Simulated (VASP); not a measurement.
# Nb (Fmmm) in VASP: a series of runs

Nb is run at these levels: PBEsol; tasks: single point, relaxation of cell and atoms.

Everything below comes from runs of VASP 6.6.1. Logs are shortened: lines on timing, memory, paths and dates and some standing lists are left out, and cuts for length are marked.

### Step 1. The cell of the first run

Symmetry: Fmmm, No. 69, orthorhombic system. The conventional cell has a = 3.182 Å, b = 4.573 Å, c = 10.074 Å, α = 90.00°, β = 90.00°, γ = 90.00°. Nb (site symmetry mm2) has 11 Nb at 2.73 to 3.25 Å within 3.6 Å.

### Step 2. Single point, PBEsol

Contents of INCAR:

```
SYSTEM = Nb
ALGO = Fast ; EDIFF = 1E-7
ENCUT = 520 ; GGA = PS
ISIF = 2 ; ISMEAR = 0
LASPH = .TRUE. ; LCHARG = .FALSE.
LREAL = .FALSE. ; LWAVE = .FALSE.
NBANDS = 20 ; NELM = 80
PREC = Accurate ; SIGMA = 0.1
```

Contents of KPOINTS:

```
k-points
0
G
  6 6 6
  0 0 0
```

Contents of POSCAR:

```
Nb
1.0
    0.0000000000      2.2865365622      5.0370893173
    1.5911306646      0.0000000000      5.0370893173
    1.5911306646      2.2865365622      0.0000000000
Nb
2
Direct
    0.1357036256      0.1357036256      0.8642963744
    0.8642963744      0.8642963744      0.1357036256
```

Potentials or basis: VASP PAW PBE potentials, release 64 (Nb_sv).

The run is started by

```
$ cat potpaw_PBE.64/Nb_sv/POTCAR > POTCAR
$ mpirun -np 1 vasp_std > vasp.out
```

OUTCAR:

```text
SYSTEM = Nb
   EDIFF = 1E-7
   ENCUT = 520
   GGA = PS
   ISIF = 2
   ISMEAR = 0
   LASPH = .TRUE.
   LREAL = .FALSE.
   NELM = 80
   PREC = Accurate

 ion  position               nearest neighbor table
   1  0.136  0.136  0.864-   2 2.73   2 2.80   2 2.80
   2  0.864  0.864  0.136-   1 2.73   1 2.80   1 2.80

  LATTYP: Found a face centered orthorhombic cell.
 ALAT       =     3.1822613292
 B/A-ratio  =     1.4370514082
 C/A-ratio  =     3.1657295214

  Lattice vectors:

 A1 = (   0.0000000000,   2.2865365622,   5.0370893173)
 A2 = (   1.5911306646,   0.0000000000,   5.0370893173)
 A3 = (   1.5911306646,   2.2865365622,   0.0000000000)

Analysis of symmetry for initial positions (statically):
=====================================================================
 Subroutine PRICEL returns:
 Original cell was already a primitive cell.

 Routine SETGRP: Setting up the symmetry group for a
 face centered orthorhombic supercell.

 Subroutine GETGRP returns: Found  8 space group operations
 (whereof  8 operations were pure point group operations)
 out of a pool of  8 trial point group operations.

The static configuration has the point symmetry D_2h.

Analysis of symmetry for dynamics (positions and initial velocities):
=====================================================================
 Subroutine PRICEL returns:
 Original cell was already a primitive cell.

 Routine SETGRP: Setting up the symmetry group for a
 face centered orthorhombic supercell.

 Subroutine GETGRP returns: Found  8 space group operations
 (whereof  8 operations were pure point group operations)
 out of a pool of  8 trial point group operations.

The dynamic configuration has the point symmetry D_2h.

 Subroutine INISYM returns: Found  8 space group operations
 (whereof  8 operations are pure point group operations),
 and found     1 'primitive' translations

----------------------------------------------------------------------------------------

                                     Primitive cell

  volume of cell :      36.6517

  direct lattice vectors                    reciprocal lattice vectors
     0.000000000  2.286536562  5.037089317    -0.314241948  0.218671334  0.099263676
     1.591130665  0.000000000  5.037089317     0.314241948 -0.218671334  0.099263676
     1.591130665  2.286536562  0.000000000     0.314241948  0.218671334 -0.099263676

  length of vectors
     5.531773517  5.282420428  2.785668006     0.395497701  0.395497701  0.395497701

  position of ions in fractional coordinates (direct lattice)
     0.135703626  0.135703626  0.864296374
     0.864296374  0.864296374  0.135703626

  ion indices of the primitive-cell ions
   primitive index   ion index
                 1           1
                 2           2

----------------------------------------------------------------------------------------

 KPOINTS: k-points

Automatic generation of k-mesh.
 Grid dimensions read from file:
 generate k-points for:    6    6    6

 Generating k-lattice:

  Cartesian coordinates                     Fractional coordinates (reciprocal lattice)
    -0.052373658  0.036445222  0.016543946     0.166666667  0.000000000  0.000000000
     0.052373658 -0.036445222  0.016543946     0.000000000  0.166666667  0.000000000
     0.052373658  0.036445222 -0.016543946    -0.000000000 -0.000000000  0.166666667

  Length of vectors
     0.065916284  0.065916284  0.065916284

  Shift w.r.t. Gamma in fractional coordinates (k-lattice)
     0.000000000  0.000000000  0.000000000

 Subroutine IBZKPT returns following result:
 ===========================================

 Found     46 irreducible k-points:

 Following reciprocal coordinates:
            Coordinates               Weight
  0.000000  0.000000  0.000000      1.000000
  0.166667 -0.000000 -0.000000      8.000000
  0.333333  0.000000  0.000000      8.000000
  0.500000 -0.000000  0.000000      4.000000
  0.166667  0.166667  0.000000      2.000000
  0.333333  0.166667  0.000000      8.000000
[... 16 lines left out ...]
 -0.166667  0.166667  0.166667      8.000000
  0.500000  0.333333  0.166667      4.000000
 [... further k-points ...]
   k-points           NKPTS =     46   k-points in BZ     NKDIM =     46   number of bands    NBANDS=     20
   number of dos      NEDOS =    301   number of ions     NIONS =      2
   total plane-waves  NPLWV =  40320
   dimension x,y,z NGX =    42 NGY =   40 NGZ =   24
   dimension x,y,z NGXF=    84 NGYF=   80 NGZF=   48
   ions per type =               2
   NGX,Y,Z   is equivalent  to a cutoff of  12.62, 12.59, 14.32 a.u.
   NGXF,Y,Z  is equivalent  to a cutoff of  25.24, 25.18, 28.65 a.u.
 SYSTEM =  Nb
   PREC   = accura    normal or accurate (medium, high low for compatibility)
   ISTART =      0    job   : 0-new  1-cont  2-samecut
   ICHARG =      2    charge: 1-file 2-atom 10-const
   ISPIN  =      1    spin polarized calculation?
   LNONCOLLINEAR =      F non collinear calculations
   LSORBIT =      F    spin-orbit coupling
   LASPH  =      T    aspherical Exc in radial PAW
   ENCUT  =  520.0 eV  38.22 Ry    6.18 a.u.  10.29  9.82  5.18*2*pi/ulx,y,z
   NELM   =     80;   NELMIN=  2; NELMDL= -5     # of ELM steps
   EDIFF  = 0.1E-06   stopping-criterion for ELM
   LREAL  =      F    real-space projection
   EDIFFG = 0.1E-05   stopping-criterion for IOM
   NSW    =      0    number of steps for IOM
   IBRION =     -1    ionic relax: 0-MD 1-quasi-New 2-CG
   NFREE  =      0    steps in history (QN), initial steepest desc. (CG)
   ISIF   =      2    stress and relaxation
   ISYM   =      2    0-nonsym 1-usesym 2-fastsym
   POTIM  = 0.5000    time-step for ionic-motion
   TEBEG  =    0.0;   TEEND  =   0.0 temperature during run
   PSTRESS=    0.0 pullay stress
   NELECT =      26.0000    total number of electrons
   NUPDOWN=      -1.0000    fix difference up-down
   EMIN   =  10.00;   EMAX   =-10.00  energy-range for DOS
   EFERMI =   0.00;   METHOD = LEGACY
   ISMEAR =     0;   SIGMA  =   0.10  broadening in eV -4-tet -1-fermi 0-gaus
   EFERMI_NEDOS =   21; number of points for ismear=-14 and -15
   IALGO  =     68    algorithm
   IMIX   =      4    mixing-type and parameters
     AMIX     =   0.40;   BMIX     =  1.00
     AMIX_MAG =   1.60;   BMIX_MAG =  1.00
  volume/ion in A,a.u.               =      18.33       123.67
  Fermi-wavevector in a.u.,A,eV,Ry     =   1.460051  2.759097 29.004210  2.131749
  Thomas-Fermi vector in A             =   2.576546
   LORBIT       =      0    0 simple, 1 ext, 2 COOP (PROOUT), +10 PAW based schemes
   GGA     = PS    functional components
   LHFCALC =     F    Hartree Fock is set to
   AEXX    =    0.0000 exact exchange contribution
   IVDW    =     0    specifies the selected vdW correction
   LEPSILON=     F    determine dielectric tensor
   LRPA    =     F    only Hartree local field effects (RPA)
 non-spin polarized calculation
 RMM-DIIS sequential band-by-band and
 Gauss-broadening in eV      SIGMA  =   0.10
  energy-cutoff  :      520.00
  volume of cell :       36.65
 maximum number of plane-waves:      1000
 NGX is ok and might be reduce to    42
   NGX = 21   NGY = 19   NGZ = 11

 number of electron      26.0000000 magnetization

 Free energy of the ion-electron system (eV)
  ---------------------------------------------------
  ext. energy  EPLUGINS =         0.00000000
  ---------------------------------------------------
  free energy    TOTEN  =       -21.18823268 eV

  energy without entropy =      -21.17665962  energy(sigma->0) =      -21.18244615

 E-fermi :  10.9749     XC(G=0): -12.4831

 val. band max:       10.9202250879   @ k =  -0.3333  -0.0000   0.1667
 cond. band min:      10.9889141361   @ k =   0.5000   0.1667   0.3333
 fundamental gap:      0.0686890482
 Fermi energy:        10.9749064876

 k-point     1 :       0.0000    0.0000    0.0000
  band No.  band energies     occupation
      1     -43.5205      2.00000
      2     -43.2730      2.00000
      3     -20.3745      2.00000
      4     -19.0035      2.00000
      5     -18.8394      2.00000
      6     -18.8236      2.00000
[... 12 lines left out ...]
     19      14.6040      0.00000
     20      15.1820      0.00000

 k-point     2 :       0.1667   -0.0000   -0.0000
  band No.  band energies     occupation
      1     -43.4644      2.00000
      2     -43.2453      2.00000
      3     -20.2702      2.00000
      4     -19.2669      2.00000
      5     -19.0827      2.00000
      6     -18.8320      2.00000
[... 12 lines left out ...]
     19      15.0010      0.00000
     20      16.5108      0.00000

 k-point     3 :       0.3333    0.0000    0.0000
  band No.  band energies     occupation
      1     -43.3426      2.00000
      2     -43.1970      2.00000
      3     -20.1076      2.00000
      4     -19.8522      2.00000
      5     -19.5790      2.00000
      6     -18.9938      2.00000
[... 12 lines left out ...]
     19      15.1865      0.00000
     20      17.8832      0.00000

 k-point     4 :       0.5000   -0.0000    0.0000
  band No.  band energies     occupation
      1     -43.2703      2.00000
      2     -43.1828      2.00000
      3     -20.1710      2.00000
      4     -20.1614      2.00000
      5     -19.6150      2.00000
      6     -19.1069      2.00000
[... 12 lines left out ...]
     19      16.0286      0.00000
     20      18.1110      0.00000

 k-point     5 :       0.1667    0.1667    0.0000
  band No.  band energies     occupation
      1     -43.5055      2.00000
      2     -43.2887      2.00000
      3     -20.2792      2.00000
      4     -19.0235      2.00000
      5     -18.9496      2.00000
      6     -18.8027      2.00000
[... 12 lines left out ...]
     19      15.2646      0.00000
     20      15.2858      0.00000

 k-point     6 :       0.3333    0.1667    0.0000
  band No.  band energies     occupation
      1     -43.4371      2.00000
      2     -43.2737      2.00000
      3     -20.1016      2.00000
      4     -19.3345      2.00000
      5     -19.0544      2.00000
      6     -18.9801      2.00000
[... 12 lines left out ...]
     19      15.3256      0.00000
     20      16.2383      0.00000

 k-point     7 :       0.5000    0.1667   -0.0000
  band No.  band energies     occupation
      1     -43.3123      2.00000
      2     -43.2280      2.00000
      3     -20.0039      2.00000
      4     -19.8761      2.00000
      5     -19.5036      2.00000
      6     -19.1408      2.00000
[... 12 lines left out ...]
     19      15.4085      0.00000
     20      16.8675      0.00000
[... 277 lines left out ...]
 k-point    20 :       0.3333    0.1667    0.1667
  band No.  band energies     occupation
      1     -43.4309      2.00000
      2     -43.2255      2.00000
      3     -20.1822      2.00000
      4     -19.1748      2.00000
      5     -19.0763      2.00000
      6     -18.9708      2.00000
[... 12 lines left out ...]
     19      14.8634      0.00000
     20      16.1884      0.00000

 k-point    21 :       0.5000    0.1667    0.1667
  band No.  band energies     occupation
      1     -43.3236      2.00000
      2     -43.1778      2.00000
      3     -19.9904      2.00000
      4     -19.7237      2.00000
      5     -19.5374      2.00000
      6     -19.0754      2.00000
[... 12 lines left out ...]
     19      15.2236      0.00000
     20      17.0288      0.00000

 k-point    22 :      -0.3333    0.1667    0.1667
  band No.  band energies     occupation
      1     -43.2375      2.00000
      2     -43.1613      2.00000
      3     -20.1039      2.00000
      4     -20.0400      2.00000
      5     -19.5955      2.00000
      6     -19.2187      2.00000
[... 12 lines left out ...]
     19      18.0894      0.00000
     20      18.9876      0.00000

 k-point    23 :      -0.1667    0.1667    0.1667
  band No.  band energies     occupation
      1     -43.2805      2.00000
      2     -43.1733      2.00000
      3     -20.0736      2.00000
      4     -19.8343      2.00000
      5     -19.5673      2.00000
      6     -19.2164      2.00000
[... 12 lines left out ...]
     19      16.0945      0.00000
     20      19.7068      0.00000

 k-point    24 :       0.5000    0.3333    0.1667
  band No.  band energies     occupation
      1     -43.3924      2.00000
      2     -43.2655      2.00000
      3     -19.9319      2.00000
      4     -19.2279      2.00000
      5     -19.2080      2.00000
      6     -19.0093      2.00000
[... 12 lines left out ...]
     19      15.4800      0.00000
     20      15.9018      0.00000

 [... further k-points ...]

------------------------ aborting loop because EDIFF is reached ----------------------------------------

  FORCE on cell =-STRESS in cart. coord.  units (eV):
  Direction    XX          YY          ZZ          XY          YZ          ZX
  --------------------------------------------------------------------------------------
  -------------------------------------------------------------------------------------
  Total       -0.0865100     -0.1150498     -0.0033020     -0.0000000      0.0000000      0.0000000
  in kB       -3.7816646     -5.0292473     -0.1443427     -0.0000000      0.0000000      0.0000000
  external PRESSURE =      -2.9850849 kB  Pullay stress =       0.0000000 kB

 VOLUME and BASIS-vectors are now :
 -----------------------------------------------------------------------------
  energy-cutoff  :      520.00
  volume of cell :       36.65
      direct lattice vectors                 reciprocal lattice vectors
     0.000000000  2.286536562  5.037089317    -0.314241948  0.218671334  0.099263676
     1.591130665  0.000000000  5.037089317     0.314241948 -0.218671334  0.099263676
     1.591130665  2.286536562  0.000000000     0.314241948  0.218671334 -0.099263676

 POSITION                                       TOTAL-FORCE (eV/Angst)
 -----------------------------------------------------------------------------------
      1.59113      2.28654      1.36710         0.000000      0.000000      0.007319
      1.59113      2.28654      8.70708         0.000000      0.000000     -0.007319
 -----------------------------------------------------------------------------------
    total drift:                                0.000000      0.000000      0.000000

  FREE ENERGIE OF THE ION-ELECTRON SYSTEM (eV)
  ---------------------------------------------------
  free  energy   TOTEN  =       -21.1882326800 eV

  energy  without entropy=      -21.1766596189  energy(sigma->0) =      -21.18244615
```

Run time: 84 s. Hardware: 1 thread of Intel Xeon 6975P-C (Granite Rapids), shared host; peak memory 0.2 GiB.

Results:

```
Free energy            : -21.1882 eV
Pressure               : -0.3 GPa
Largest force          : 0.007 eV/Å
Band gap on the k mesh : zero (band 13 reaches 11.84 eV, above the bottom of band 14 at 10.69 eV)
```

Forces on the atoms (eV/Å):
```
Nb   0.000  0.000  0.007
Nb   0.000  0.000 -0.007
```

Caveat: the k points lie up to 0.41 Å⁻¹ apart; the PAW data sets were made with another functional, which shifts forces and pressure a little.

(Continued in part 2 of 3.)
